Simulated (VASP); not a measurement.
# GaAs (I-4m2) in VASP: single point with r2SCAN

Aim: the single point of GaAs with r2SCAN.

Everything below comes from runs of VASP 6.6.1. Logs are shortened: lines on timing, memory, paths and dates and some standing lists are left out, and cuts for length are marked.

### Step 1. The cell of the first run

Symmetry: I-4m2, No. 119, tetragonal system. Conventional cell: a = 4.007 Å, b = 4.007 Å, c = 5.393 Å, α = 90.00°, β = 90.00°, γ = 90.00°. Within 3.2 Å of Ga (site symmetry -4m2) lie 4 As at 2.41 Å. Within 3.2 Å of As (site symmetry -4m2) lie 4 Ga at 2.41 Å.

### Step 2. Single point, r2SCAN (uniaxial x strain -4.8%)

The input, POSCAR:

```
GaAs
1.0
    0.0000000000      2.8330850947      2.8330850947
    2.6965303932      0.0000000000      2.8330850947
    2.6965303932      2.8330850947      0.0000000000
Ga As
1 1
Direct
    0.0000000000      0.0000000000      0.0000000000
    0.2500000000      0.2500000000      0.2500000000
```

The input, INCAR.step1:

```
ALGO     = Normal         # electronic algorithm
EDIFF    = 1E-4           # SCF threshold, eV
ENCUT    = 520            # plane-wave cutoff, eV
GGA      = PE             # functional
ISMEAR   = 0              # smearing method
LASPH    = T              # aspherical terms in the spheres
LCHARG   = F              # write CHGCAR
LREAL    = F              # projectors in reciprocal space
LWAVE    = T              # write WAVECAR
NBANDS   = 16             # bands
NELM     = 80             # most SCF steps
PREC     = Accurate       # precision mode
SIGMA    = 0.01           # smearing width, eV
```

The input, INCAR.step2:

```
ALGO     = Normal         # electronic algorithm
EDIFF    = 1E-6           # SCF threshold, eV
ENCUT    = 520            # plane-wave cutoff, eV
ISIF     = 2              # what is computed and relaxed
ISMEAR   = 0              # smearing method
ISTART   = 1            
LASPH    = T              # aspherical terms in the spheres
LCHARG   = F              # write CHGCAR
LMIXTAU  = T            
LREAL    = F              # projectors in reciprocal space
LWAVE    = F              # write WAVECAR
METAGGA  = R2SCAN         # meta-GGA
NBANDS   = 16             # bands
NELM     = 80             # most SCF steps
PREC     = Accurate       # precision mode
SIGMA    = 0.01           # smearing width, eV
```

The input, KPOINTS:

```
k-points
0
Gamma
  8 8 8
```

Potentials or basis: VASP PAW PBE potentials, release 64 (Ga_d, As).

Started as:

```
> cat potpaw_PBE.64/Ga_d/POTCAR potpaw_PBE.64/As/POTCAR > POTCAR
> cp INCAR.step1 INCAR
> mpirun -np 1 vasp_std > vasp.out
> cp INCAR.step2 INCAR
> mpirun -np 1 vasp_std > vasp.out
```

OUTCAR:

```text
EDIFF = 1E-6
   ENCUT = 520
   ISIF = 2
   ISMEAR = 0
   ISTART = 1
   LASPH = T
   LREAL = F
   METAGGA = R2SCAN
   NELM = 80
   PREC = Accurate

 ion  position               nearest neighbor table
   1  0.000  0.000  0.000-   2 2.41   2 2.41   2 2.41   2 2.41
   2  0.250  0.250  0.250-   1 2.41   1 2.41   1 2.41   1 2.41

  LATTYP: Found a body centered tetragonal cell.
 ALAT       =     4.0065873643
 C/A-ratio  =     1.3460484687

  Lattice vectors:

 A1 = (  -2.6965303932,   0.0000000000,  -2.8330850947)
 A2 = (  -2.6965303932,   0.0000000000,   2.8330850947)
 A3 = (   2.6965303932,   2.8330850947,   0.0000000000)

Analysis of symmetry for initial positions (statically):
=====================================================================
 Subroutine PRICEL returns:
 Original cell was already a primitive cell.

 Routine SETGRP: Setting up the symmetry group for a
 body centered tetragonal supercell.

 Subroutine GETGRP returns: Found  8 space group operations
 (whereof  8 operations were pure point group operations)
 out of a pool of 16 trial point group operations.

The static configuration has the point symmetry D_2d.

Analysis of symmetry for dynamics (positions and initial velocities):
=====================================================================
 Subroutine PRICEL returns:
 Original cell was already a primitive cell.

 Routine SETGRP: Setting up the symmetry group for a
 body centered tetragonal supercell.

 Subroutine GETGRP returns: Found  8 space group operations
 (whereof  8 operations were pure point group operations)
 out of a pool of 16 trial point group operations.

The dynamic configuration has the point symmetry D_2d.

 Subroutine INISYM returns: Found  8 space group operations
 (whereof  8 operations are pure point group operations),
 and found     1 'primitive' translations

----------------------------------------------------------------------------------------

                                     Primitive cell

  volume of cell :      43.2867

  direct lattice vectors                    reciprocal lattice vectors
     0.000000000  2.833085095  2.833085095    -0.185423462  0.176486051  0.176486051
     2.696530393  0.000000000  2.833085095     0.185423462 -0.176486051  0.176486051
     2.696530393  2.833085095  0.000000000     0.185423462  0.176486051 -0.176486051

  length of vectors
     4.006587364  3.911220694  3.911220694     0.310928468  0.310928468  0.310928468

  position of ions in fractional coordinates (direct lattice)
     0.000000000  0.000000000  0.000000000
     0.250000000  0.250000000  0.250000000

  ion indices of the primitive-cell ions
   primitive index   ion index
                 1           1
                 2           2

----------------------------------------------------------------------------------------

 KPOINTS: k-points

Automatic generation of k-mesh.
 Grid dimensions read from file:
 generate k-points for:    8    8    8

 Generating k-lattice:

  Cartesian coordinates                     Fractional coordinates (reciprocal lattice)
    -0.023177933  0.022060756  0.022060756     0.125000000 -0.000000000 -0.000000000
     0.023177933 -0.022060756  0.022060756     0.000000000  0.125000000  0.000000000
     0.023177933  0.022060756 -0.022060756     0.000000000  0.000000000  0.125000000

  Length of vectors
     0.038866059  0.038866059  0.038866059

  Shift w.r.t. Gamma in fractional coordinates (k-lattice)
     0.000000000  0.000000000  0.000000000

 Subroutine IBZKPT returns following result:
 ===========================================

 Found     59 irreducible k-points:

 Following reciprocal coordinates:
            Coordinates               Weight
  0.000000  0.000000  0.000000      1.000000
  0.125000 -0.000000 -0.000000      8.000000
  0.250000 -0.000000 -0.000000      8.000000
  0.375000  0.000000  0.000000      8.000000
  0.500000 -0.000000 -0.000000      4.000000
  0.125000  0.125000  0.000000      4.000000
[... 16 lines left out ...]
  0.250000  0.125000  0.125000      4.000000
  0.375000  0.125000  0.125000      8.000000
 [... further k-points ...]
   k-points           NKPTS =     59   k-points in BZ     NKDIM =     59   number of bands    NBANDS=     16
   number of dos      NEDOS =    301   number of ions     NIONS =      2
   total plane-waves  NPLWV =  27000
   dimension x,y,z NGX =    30 NGY =   30 NGZ =   30
   dimension x,y,z NGXF=    60 NGYF=   60 NGZF=   60
   ions per type =               1   1
   NGX,Y,Z   is equivalent  to a cutoff of  12.45, 12.75, 12.75 a.u.
   NGXF,Y,Z  is equivalent  to a cutoff of  24.90, 25.50, 25.50 a.u.
 SYSTEM =  unknown system
   PREC   = accura    normal or accurate (medium, high low for compatibility)
   ISTART =      1    job   : 0-new  1-cont  2-samecut
   ICHARG =      0    charge: 1-file 2-atom 10-const
   ISPIN  =      1    spin polarized calculation?
   LNONCOLLINEAR =      F non collinear calculations
   LSORBIT =      F    spin-orbit coupling
   LASPH  =      T    aspherical Exc in radial PAW
   ENCUT  =  520.0 eV  38.22 Ry    6.18 a.u.   7.45  7.27  7.27*2*pi/ulx,y,z
   NELM   =     80;   NELMIN=  2; NELMDL=  0     # of ELM steps
   EDIFF  = 0.1E-05   stopping-criterion for ELM
   LREAL  =      F    real-space projection
   EDIFFG = 0.1E-04   stopping-criterion for IOM
   NSW    =      0    number of steps for IOM
   IBRION =     -1    ionic relax: 0-MD 1-quasi-New 2-CG
   NFREE  =      0    steps in history (QN), initial steepest desc. (CG)
   ISIF   =      2    stress and relaxation
   ISYM   =      2    0-nonsym 1-usesym 2-fastsym
   POTIM  = 0.5000    time-step for ionic-motion
   TEBEG  =    0.0;   TEEND  =   0.0 temperature during run
   PSTRESS=    0.0 pullay stress
   NELECT =      18.0000    total number of electrons
   NUPDOWN=      -1.0000    fix difference up-down
   EMIN   =  10.00;   EMAX   =-10.00  energy-range for DOS
   EFERMI =   0.00;   METHOD = LEGACY
   ISMEAR =     0;   SIGMA  =   0.01  broadening in eV -4-tet -1-fermi 0-gaus
   EFERMI_NEDOS =   21; number of points for ismear=-14 and -15
   IALGO  =     38    algorithm
   IMIX   =      4    mixing-type and parameters
     AMIX     =   0.40;   BMIX     =  1.00
     AMIX_MAG =   1.60;   BMIX_MAG =  1.00
  volume/ion in A,a.u.               =      21.64       146.06
  Fermi-wavevector in a.u.,A,eV,Ry     =   1.221933  2.309119 20.315143  1.493121
  Thomas-Fermi vector in A             =   2.357098
   LORBIT       =      0    0 simple, 1 ext, 2 COOP (PROOUT), +10 PAW based schemes
   METAGGA = R2SCAN    functional components
   LHFCALC =     F    Hartree Fock is set to
   AEXX    =    0.0000 exact exchange contribution
   IVDW    =     0    specifies the selected vdW correction
   LEPSILON=     F    determine dielectric tensor
   LRPA    =     F    only Hartree local field effects (RPA)
 non-spin polarized calculation
 Gauss-broadening in eV      SIGMA  =   0.01
  energy-cutoff  :      520.00
  volume of cell :       43.29
 maximum number of plane-waves:      1194
 NGX is ok and might be reduce to    30
   NGX = 15   NGY = 15   NGZ = 15

 number of electron      18.0000007 magnetization

 Free energy of the ion-electron system (eV)
  ---------------------------------------------------
  ext. energy  EPLUGINS =         0.00000000
  ---------------------------------------------------
  free energy    TOTEN  =       -27.01126826 eV

  energy without entropy =      -27.01126826  energy(sigma->0) =      -27.01126826

 E-fermi :   4.4305     XC(G=0): -10.4646

 val. band max:        4.2814857957   @ k =   0.0000   0.0000   0.0000
 cond. band min:       5.4219885153   @ k =   0.0000   0.0000   0.0000
 fundamental gap:      1.1405027197
 Fermi energy:         4.4305297807

 k-point     1 :       0.0000    0.0000    0.0000
  band No.  band energies     occupation
      1     -11.2276      2.00000
      2     -11.2276      2.00000
      3     -11.2155      2.00000
      4     -11.1273      2.00000
      5     -11.1189      2.00000
      6      -9.4374      2.00000
[... 8 lines left out ...]
     15      14.3364      0.00000
     16      15.2219      0.00000

 k-point     2 :       0.1250   -0.0000   -0.0000
  band No.  band energies     occupation
      1     -11.2436      2.00000
      2     -11.2231      2.00000
      3     -11.2145      2.00000
      4     -11.1277      2.00000
      5     -11.1187      2.00000
      6      -9.2318      2.00000
[... 8 lines left out ...]
     15      13.6090      0.00000
     16      14.2098      0.00000

 k-point     3 :       0.2500   -0.0000   -0.0000
  band No.  band energies     occupation
      1     -11.2827      2.00000
      2     -11.2135      2.00000
      3     -11.2057      2.00000
      4     -11.1278      2.00000
      5     -11.1170      2.00000
      6      -8.6600      2.00000
[... 8 lines left out ...]
     15      13.6229      0.00000
     16      14.1750      0.00000

 k-point     4 :       0.3750    0.0000    0.0000
  band No.  band energies     occupation
      1     -11.3162      2.00000
      2     -11.2057      2.00000
      3     -11.1981      2.00000
      4     -11.1263      2.00000
      5     -11.1133      2.00000
      6      -7.8899      2.00000
[... 8 lines left out ...]
     15      15.0271      0.00000
     16      15.1541      0.00000

 k-point     5 :       0.5000   -0.0000   -0.0000
  band No.  band energies     occupation
      1     -11.3288      2.00000
      2     -11.2032      2.00000
      3     -11.1955      2.00000
      4     -11.1250      2.00000
      5     -11.1112      2.00000
      6      -7.4432      2.00000
[... 8 lines left out ...]
     15      16.5979      0.00000
     16      17.1537      0.00000

 k-point     6 :       0.1250    0.1250    0.0000
  band No.  band energies     occupation
      1     -11.2557      2.00000
      2     -11.2184      2.00000
      3     -11.2080      2.00000
      4     -11.1270      2.00000
      5     -11.1198      2.00000
      6      -9.1719      2.00000
[... 8 lines left out ...]
     15      13.7769      0.00000
     16      15.1809      0.00000
[... 267 lines left out ...]
 k-point    21 :       0.5000    0.5000    0.0000
  band No.  band energies     occupation
      1     -11.3627      2.00000
      2     -11.1639      2.00000
      3     -11.1602      2.00000
      4     -11.1511      2.00000
      5     -11.1097      2.00000
      6      -6.6815      2.00000
[... 8 lines left out ...]
     15      17.7494      0.00000
     16      18.4230      0.00000

 k-point    22 :       0.0000    0.1250    0.1250
  band No.  band energies     occupation
      1     -11.2467      2.00000
      2     -11.2189      2.00000
      3     -11.2189      2.00000
      4     -11.1320      2.00000
      5     -11.1160      2.00000
      6      -9.1476      2.00000
[... 8 lines left out ...]
     15      14.0465      0.00000
     16      14.6272      0.00000

 k-point    23 :       0.2500    0.1250    0.1250
  band No.  band energies     occupation
      1     -11.2700      2.00000
      2     -11.2181      2.00000
      3     -11.2036      2.00000
      4     -11.1255      2.00000
      5     -11.1206      2.00000
      6      -8.9182      2.00000
[... 8 lines left out ...]
     15      13.7777      0.00000
     16      14.7368      0.00000

 k-point    24 :       0.3750    0.1250    0.1250
  band No.  band energies     occupation
      1     -11.3026      2.00000
      2     -11.2077      2.00000
      3     -11.1966      2.00000
      4     -11.1253      2.00000
      5     -11.1196      2.00000
      6      -8.2748      2.00000
[... 8 lines left out ...]
     15      14.6464      0.00000
     16      16.1049      0.00000

 [... further k-points ...]

------------------------ aborting loop because EDIFF is reached ----------------------------------------

  FORCE on cell =-STRESS in cart. coord.  units (eV):
  Direction    XX          YY          ZZ          XY          YZ          ZX
  --------------------------------------------------------------------------------------
  -------------------------------------------------------------------------------------
  Total        1.6496631      0.8319958      0.8319958      0.0000000      0.0000000      0.0000000
  in kB       61.0592253     30.7947824     30.7947824      0.0000000      0.0000000      0.0000000
  external PRESSURE =      40.8829300 kB  Pullay stress =       0.0000000 kB

 VOLUME and BASIS-vectors are now :
 -----------------------------------------------------------------------------
  energy-cutoff  :      520.00
  volume of cell :       43.29
      direct lattice vectors                 reciprocal lattice vectors
     0.000000000  2.833085095  2.833085095    -0.185423462  0.176486051  0.176486051
     2.696530393  0.000000000  2.833085095     0.185423462 -0.176486051  0.176486051
     2.696530393  2.833085095  0.000000000     0.185423462  0.176486051 -0.176486051

 POSITION                                       TOTAL-FORCE (eV/Angst)
 -----------------------------------------------------------------------------------
      0.00000      0.00000      0.00000        -0.000000      0.000000      0.000000
      1.34827      1.41654      1.41654         0.000000     -0.000000     -0.000000
 -----------------------------------------------------------------------------------
    total drift:                                0.000024     -0.000008     -0.000008

  FREE ENERGIE OF THE ION-ELECTRON SYSTEM (eV)
  ---------------------------------------------------
  free  energy   TOTEN  =       -27.0112682614 eV

  energy  without entropy=      -27.0112682614  energy(sigma->0) =      -27.01126826
```

Wall time 4.7 min (1 thread of Intel Xeon 8259CL, shared host); peak memory 0.19 GiB.

What came out:

```yaml
Free_energy: -27.0113 eV
Pressure: 4.1 GPa
Band_gap_on_the_k_mesh: 1.14 eV
```

Stress tensor (GPa, compression positive):
```
6.11 0.00 0.00
0.00 3.08 0.00
0.00 0.00 3.08
```

Levels at points of the mesh, in eV from the valence-band top:
```
           k point  band 6  band 7  band 8  band 9  band 10  band 11  band 12  band 13
(0.00, 0.00, 0.00)  -13.72   -0.28   -0.28    0.00     1.14     3.78     3.93     3.93
(0.50, 0.00, 0.00)  -11.72   -7.25   -1.65   -1.23     1.26     4.63     5.05     8.19
(0.50, 0.50, 0.00)  -10.96   -7.50   -3.01   -2.97     1.61     1.92    10.75    11.01
(0.00, 0.50, 0.50)  -10.75   -7.17   -3.35   -3.35     1.27     1.41    11.03    11.03
```

Caveat: the cell differs from its parent crystal (uniaxial x strain -4.8%); the cell stands under pressure; the PAW data sets were made with another functional, which shifts forces and pressure a little.
